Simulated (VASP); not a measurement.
Runs of VASP 6.6.1 on BP. The structure is that of space group F-43m (No. 216), or close to it. The cells are those of the table. 

```csv
task,cell,cutoff (eV),gap on the mesh (eV),pressure (GPa)
relaxation of cell and atoms,"relaxed to 4 GPa from a = 3.208 Å, angles 60.0°, 2 atoms",600,1.45,4.0
relaxation of cell and atoms,"relaxed to 15 GPa from a = 3.208 Å, angles 60.0°, 2 atoms",600,(a),15.0
relaxation of cell and atoms,"relaxed to 7 GPa from a = 3.208 Å, angles 60.0°, 2 atoms",600,1.43,7.0
single point,"a = 3.151 Å, angles 60.0°, 2 atoms",520,1.41,9.4
single point,"a = 3.202 Å, angles 60.0°, 2 atoms",520,1.47,(b)
single point,"a = 3.167 Å, angles 60.0°, 2 atoms",520,1.43,6.4
relaxation of cell and atoms,"relaxed to 10 GPa from a = 3.208 Å, angles 60.0°, 2 atoms",600,1.41,10.0
single point,"a = 3.184 Å, angles 60.0°, 2 atoms",520,1.45,3.5
single point,"a = 3.196 Å, angles 60.0°, 2 atoms",520,1.46,1.5
relaxation of cell and atoms,"relaxed to 1 GPa from a = 3.208 Å, angles 60.0°, 2 atoms",600,1.47,1.0
relaxation of cell and atoms,"relaxed to 2 GPa from a = 3.208 Å, angles 60.0°, 2 atoms",600,1.46,2.0
single point,"a = 3.127 Å, angles 60.0°, 2 atoms",520,1.38,14.4
```

Alike in all rows: level r2SCAN; potentials or basis VASP PAW PBE potentials, release 64 (B, P); no spin polarisation; k mesh 8 × 8 × 8; smearing gaussian 0.01 eV.

Problem. Fill in the values left out.

Solution. (a) 1.37; (b) 0.5.

Caveats: the PAW data sets were made with another functional, which shifts forces and pressure a little; the cell is relaxed towards a set pressure, so the enthalpy falls and the energy may rise (some runs).

A k mesh can miss the band edges.
